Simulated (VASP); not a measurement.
# TiO2 in VASP: single point with PBEsol

Aim: the single point of TiO2 with PBEsol.

Program: VASP 6.6.1. These are calculated values, not measurements. Logs are shortened: lines on timing, memory, paths and dates and some standing lists are left out, and cuts for length are marked.

## Step 1: The cell of the first run

The cell holds a slab with vacuum, 12 atoms: a = 2.939 Å, b = 6.492 Å, c = 20.786 Å, α = 90.00°, β = 90.00°, γ = 90.00°.

## Step 2: Single point, PBEsol

File INCAR:

```
SYSTEM = TiO2
PREC = Accurate ; ENCUT = 520
EDIFF = 1E-6 ; ISMEAR = 0
SIGMA = 0.05 ; LREAL = .FALSE.
LASPH = .TRUE. ; NELM = 120
ALGO = Normal ; ISIF = 2
LWAVE = .FALSE. ; LCHARG = .FALSE.
LDIPOL = .TRUE. ; IDIPOL = 3
DIPOL = 0.5 0.5 0.500 ; GGA = PS
NBANDS = 60 ; GGA_COMPAT = .FALSE.
NELMDL = -8
```

File KPOINTS:

```
regular mesh
0
G
  9 4 1
  0 0 0
```

File POSCAR:

```
TiO2
1.0
    2.9392264234      0.0000000000      0.0000000000
    0.0000000000      6.4924689584      0.0000000000
    0.0000000000      0.0000000000     20.7859572802
O Ti
8 4
Direct
    0.0000000000      0.0000000000      0.3608205241
    0.5000000000      0.3044100929      0.4219127983
    0.5000000000      0.6955899071      0.4219127983
    0.0000000000      0.0000000000      0.4830050724
    0.0000000000      0.5000000000      0.5169949276
    0.5000000000      0.8044100929      0.5780872017
    0.5000000000      0.1955899071      0.5780872017
    0.0000000000      0.5000000000      0.6391794759
    0.0000000000      0.5000000000      0.4219127983
    0.5000000000      0.0000000000      0.4219127983
    0.0000000000      0.0000000000      0.5780872017
    0.5000000000      0.5000000000      0.5780872017
```

Potentials or basis: VASP PAW PBE potentials, release 64 (O, Ti_sv).

Run with:

```console
cat potpaw_PBE.64/O/POTCAR potpaw_PBE.64/Ti_sv/POTCAR > POTCAR
mpirun -np 1 vasp_std > vasp.out
```

OUTCAR:

```text
SYSTEM = TiO2
   PREC = Accurate
   ENCUT = 520
   EDIFF = 1E-6
   ISMEAR = 0
   LREAL = .FALSE.
   LASPH = .TRUE.
   NELM = 120
   ISIF = 2
   GGA = PS
   NELMDL = -8

 ion  position               nearest neighbor table
   1  0.000  0.000  0.361-  10 1.94  10 1.94
   2  0.500  0.304  0.422-   9 1.94   9 1.94  10 1.98
   3  0.500  0.696  0.422-   9 1.94   9 1.94  10 1.98
   4  0.000  0.000  0.483-  10 1.94  10 1.94  11 1.98
   5  0.000  0.500  0.517-  12 1.94  12 1.94   9 1.98
   6  0.500  0.804  0.578-  11 1.94  11 1.94  12 1.98
   7  0.500  0.196  0.578-  11 1.94  11 1.94  12 1.98
   8  0.000  0.500  0.639-  12 1.94  12 1.94
   9  0.000  0.500  0.422-   2 1.94   3 1.94   2 1.94   3 1.94   5 1.98
  10  0.500  0.000  0.422-   4 1.94   4 1.94   1 1.94   1 1.94   3 1.98   2 1.98
  11  0.000  0.000  0.578-   6 1.94   7 1.94   6 1.94   7 1.94   4 1.98
  12  0.500  0.500  0.578-   5 1.94   5 1.94   8 1.94   8 1.94   7 1.98   6 1.98

  LATTYP: Found a simple orthorhombic cell.
 ALAT       =     2.9392264234
 B/A-ratio  =     2.2089039846
 C/A-ratio  =     7.0719142679

  Lattice vectors:

 A1 = (   2.9392264234,   0.0000000000,   0.0000000000)
 A2 = (   0.0000000000,   6.4924689584,   0.0000000000)
 A3 = (   0.0000000000,   0.0000000000,  20.7859572802)

Analysis of symmetry for initial positions (statically):
=====================================================================
 Subroutine PRICEL returns:
 Original cell was already a primitive cell.

 Routine SETGRP: Setting up the symmetry group for a
 simple orthorhombic supercell.

 Subroutine GETGRP returns: Found  8 space group operations
 (whereof  4 operations were pure point group operations)
 out of a pool of  8 trial point group operations.

The static configuration has the point symmetry C_2v.
 The point group associated with its full space group is D_2h.

Analysis of symmetry for dynamics (positions and initial velocities):
=====================================================================
 Subroutine PRICEL returns:
 Original cell was already a primitive cell.

 Routine SETGRP: Setting up the symmetry group for a
 simple orthorhombic supercell.

 Subroutine GETGRP returns: Found  8 space group operations
 (whereof  4 operations were pure point group operations)
 out of a pool of  8 trial point group operations.

The dynamic configuration has the point symmetry C_2v.
 The point group associated with its full space group is D_2h.

 Subroutine INISYM returns: Found  8 space group operations
 (whereof  4 operations are pure point group operations),
 and found     1 'primitive' translations

----------------------------------------------------------------------------------------

                                     Primitive cell

  volume of cell :     396.6550

  direct lattice vectors                    reciprocal lattice vectors
     2.939226423  0.000000000  0.000000000     0.340225575  0.000000000  0.000000000
     0.000000000  6.492468958  0.000000000     0.000000000  0.154024610  0.000000000
     0.000000000  0.000000000 20.785957280     0.000000000  0.000000000  0.048109403

  length of vectors
     2.939226423  6.492468958 20.785957280     0.340225575  0.154024610  0.048109403

  position of ions in fractional coordinates (direct lattice)
     0.000000000  0.000000000  0.360820524
     0.500000000  0.304410093  0.421912798
     0.500000000  0.695589907  0.421912798
     0.000000000  0.000000000  0.483005072
     0.000000000  0.500000000  0.516994928
     0.500000000  0.804410093  0.578087202
     0.500000000  0.195589907  0.578087202
     0.000000000  0.500000000  0.639179476
     0.000000000  0.500000000  0.421912798
     0.500000000  0.000000000  0.421912798
     0.000000000  0.000000000  0.578087202
     0.500000000  0.500000000  0.578087202

  ion indices of the primitive-cell ions
   primitive index   ion index
                 1           1
                 2           2
                 3           3
                 4           4
                 5           5
                 6           6
                 7           7
                 8           8
                 9           9
                10          10
                11          11
                12          12

----------------------------------------------------------------------------------------

 KPOINTS: regular mesh

Automatic generation of k-mesh.
 Grid dimensions read from file:
 generate k-points for:    9    4    1

 Generating k-lattice:

  Cartesian coordinates                     Fractional coordinates (reciprocal lattice)
     0.037802842  0.000000000  0.000000000     0.111111111  0.000000000  0.000000000
     0.000000000  0.038506153  0.000000000     0.000000000  0.250000000  0.000000000
     0.000000000  0.000000000  0.048109403     0.000000000  0.000000000  1.000000000

  Length of vectors
     0.037802842  0.038506153  0.048109403

  Shift w.r.t. Gamma in fractional coordinates (k-lattice)
     0.000000000  0.000000000  0.000000000

 Subroutine IBZKPT returns following result:
 ===========================================

 Found     15 irreducible k-points:

 Following reciprocal coordinates:
            Coordinates               Weight
  0.000000  0.000000  0.000000      1.000000
  0.111111  0.000000  0.000000      2.000000
  0.222222  0.000000  0.000000      2.000000
  0.333333  0.000000  0.000000      2.000000
  0.444444  0.000000  0.000000      2.000000
  0.000000  0.250000  0.000000      2.000000
  0.111111  0.250000  0.000000      4.000000
  0.222222  0.250000  0.000000      4.000000
  0.333333  0.250000  0.000000      4.000000
  0.444444  0.250000  0.000000      4.000000
  0.000000  0.500000  0.000000      1.000000
  0.111111  0.500000  0.000000      2.000000
  0.222222  0.500000  0.000000      2.000000
  0.333333  0.500000  0.000000      2.000000
  0.444444  0.500000  0.000000      2.000000
   k-points           NKPTS =     15   k-points in BZ     NKDIM =     15   number of bands    NBANDS=     60
   number of dos      NEDOS =    301   number of ions     NIONS =     12
   total plane-waves  NPLWV = 184320
   dimension x,y,z NGX =    24 NGY =   48 NGZ =  160
   dimension x,y,z NGXF=    48 NGYF=   96 NGZF=  320
   ions per type =               8   4
   NGX,Y,Z   is equivalent  to a cutoff of  13.57, 12.29, 12.80 a.u.
   NGXF,Y,Z  is equivalent  to a cutoff of  27.15, 24.58, 25.59 a.u.
 SYSTEM =  TiO2
   PREC   = accura    normal or accurate (medium, high low for compatibility)
   ISTART =      0    job   : 0-new  1-cont  2-samecut
   ICHARG =      2    charge: 1-file 2-atom 10-const
   ISPIN  =      1    spin polarized calculation?
   LNONCOLLINEAR =      F non collinear calculations
   LSORBIT =      F    spin-orbit coupling
   LASPH  =      T    aspherical Exc in radial PAW
   ENCUT  =  520.0 eV  38.22 Ry    6.18 a.u.   5.47 12.07 38.65*2*pi/ulx,y,z
   NELM   =    120;   NELMIN=  2; NELMDL= -8     # of ELM steps
   EDIFF  = 0.1E-05   stopping-criterion for ELM
   LREAL  =      F    real-space projection
   EDIFFG = 0.1E-04   stopping-criterion for IOM
   NSW    =      0    number of steps for IOM
[... 5 lines left out ...]
   TEBEG  =    0.0;   TEEND  =   0.0 temperature during run
   PSTRESS=    0.0 pullay stress
   NELECT =      96.0000    total number of electrons
   NUPDOWN=      -1.0000    fix difference up-down
   EMIN   =  10.00;   EMAX   =-10.00  energy-range for DOS
   EFERMI =   0.00;   METHOD = LEGACY
   ISMEAR =     0;   SIGMA  =   0.05  broadening in eV -4-tet -1-fermi 0-gaus
   EFERMI_NEDOS =   21; number of points for ismear=-14 and -15
   IALGO  =     38    algorithm
   IMIX   =      4    mixing-type and parameters
     AMIX     =   0.40;   BMIX     =  1.00
     AMIX_MAG =   1.60;   BMIX_MAG =  1.00
  volume/ion in A,a.u.               =      33.05       223.06
  Fermi-wavevector in a.u.,A,eV,Ry     =   1.020221  1.927938 14.161636  1.040851
  Thomas-Fermi vector in A             =   2.153778
   LORBIT       =      0    0 simple, 1 ext, 2 COOP (PROOUT), +10 PAW based schemes
   GGA     = PS    functional components
   LHFCALC =     F    Hartree Fock is set to
   AEXX    =    0.0000 exact exchange contribution
   IVDW    =     0    specifies the selected vdW correction
   LEPSILON=     F    determine dielectric tensor
   LRPA    =     F    only Hartree local field effects (RPA)
 non-spin polarized calculation
 Gauss-broadening in eV      SIGMA  =   0.05
  energy-cutoff  :      520.00
  volume of cell :      396.66
 maximum number of plane-waves:     10727
 NGX is ok and might be reduce to    24
   NGX = 11   NGY = 25   NGZ = 77

 dipolmoment           0.000000      0.000000     -0.000000 electrons x Angstroem

 number of electron      95.9999977 magnetization

 dipolmoment           0.000000      0.000000      0.000000 electrons x Angstroem

 Free energy of the ion-electron system (eV)
  ---------------------------------------------------
  ext. energy  EPLUGINS =         0.00000000
  ---------------------------------------------------
  free energy    TOTEN  =      -108.84306879 eV

  energy without entropy =     -108.84306879  energy(sigma->0) =     -108.84306879

 E-fermi :  -3.0109     XC(G=0):  -4.2689

 val. band max:       -3.2867218775   @ k =   0.0000   0.0000   0.0000
 cond. band min:      -1.7536368124   @ k =   0.0000   0.0000   0.0000
 fundamental gap:      1.5330850651
 Fermi energy:        -3.0108785956

 k-point     1 :       0.0000    0.0000    0.0000
  band No.  band energies     occupation
      1     -60.4788      2.00000
      2     -60.4787      2.00000
      3     -59.2059      2.00000
      4     -59.2058      2.00000
      5     -36.8453      2.00000
      6     -36.8432      2.00000
[... 934 lines left out ...]
     59       0.7312      0.00000
     60       0.7312      0.00000

------------------------ aborting loop because EDIFF is reached ----------------------------------------

 vacuum level on the upper side and lower side of the slab       (xc-potential included)        -0.141        -0.141

  FORCE on cell =-STRESS in cart. coord.  units (eV):
  Direction    XX          YY          ZZ          XY          YZ          ZX
  --------------------------------------------------------------------------------------
  -------------------------------------------------------------------------------------
  Total       -6.4165162      2.9699024     -8.3249538      0.0000000      0.0000000      0.0000000
  in kB      -25.9177279     11.9960924    -33.6263292      0.0000000      0.0000000      0.0000000
  external PRESSURE =     -15.8493216 kB  Pullay stress =       0.0000000 kB

 VOLUME and BASIS-vectors are now :
 -----------------------------------------------------------------------------
  energy-cutoff  :      520.00
  volume of cell :      396.66
      direct lattice vectors                 reciprocal lattice vectors
     2.939226423  0.000000000  0.000000000     0.340225575  0.000000000  0.000000000
     0.000000000  6.492468958  0.000000000     0.000000000  0.154024610  0.000000000
     0.000000000  0.000000000 20.785957280     0.000000000  0.000000000  0.048109403

 POSITION                                       TOTAL-FORCE (eV/Angst)
 -----------------------------------------------------------------------------------
      0.00000      0.00000      7.50000         0.000000     -0.000000      2.324179
      1.46961      1.97637      8.76986         0.000000      1.454789     -0.821947
      1.46961      4.51610      8.76986         0.000000     -1.454789     -0.821947
      0.00000      0.00000     10.03972         0.000000     -0.000000      2.963040
      0.00000      3.24623     10.74623         0.000000     -0.000000     -2.963040
      1.46961      5.22261     12.01610         0.000000      1.454789      0.821947
      1.46961      1.26986     12.01610         0.000000     -1.454789      0.821947
      0.00000      3.24623     13.28596         0.000000     -0.000000     -2.324179
      0.00000      3.24623      8.76986         0.000000     -0.000000      3.450455
      1.46961      0.00000      8.76986         0.000000     -0.000000     -4.093765
      0.00000      0.00000     12.01610         0.000000     -0.000000     -3.450455
      1.46961      3.24623     12.01610         0.000000     -0.000000      4.093765
 -----------------------------------------------------------------------------------
    total drift:                                0.000000      0.000000      0.000000

  FREE ENERGIE OF THE ION-ELECTRON SYSTEM (eV)
  ---------------------------------------------------
  free  energy   TOTEN  =      -108.8430687913 eV

  energy  without entropy=     -108.8430687913  energy(sigma->0) =     -108.84306879

 vacuum level on the upper side and lower side of the slab         3.714         3.714
```

It took 20 min on 1 thread of Oxide Virtual Turin-like, shared host; peak memory 0.53 GiB.

What came out:

```yaml
Free_energy: -108.8431 eV
Largest_force: 4.094 eV/Å
Band_gap_on_the_k_mesh: 1.53 eV
```

Forces on the atoms (eV/Å):
```
O    0.000  0.000  2.324
O    0.000  1.455 -0.822
O    0.000 -1.455 -0.822
O    0.000  0.000  2.963
O    0.000  0.000 -2.963
O    0.000  1.455  0.822
O    0.000 -1.455  0.822
O    0.000  0.000 -2.324
Ti   0.000  0.000  3.450
Ti   0.000  0.000 -4.094
Ti   0.000  0.000 -3.450
Ti   0.000  0.000  4.094
```

Caveat: the PAW data sets were made with another functional, which shifts forces and pressure a little.
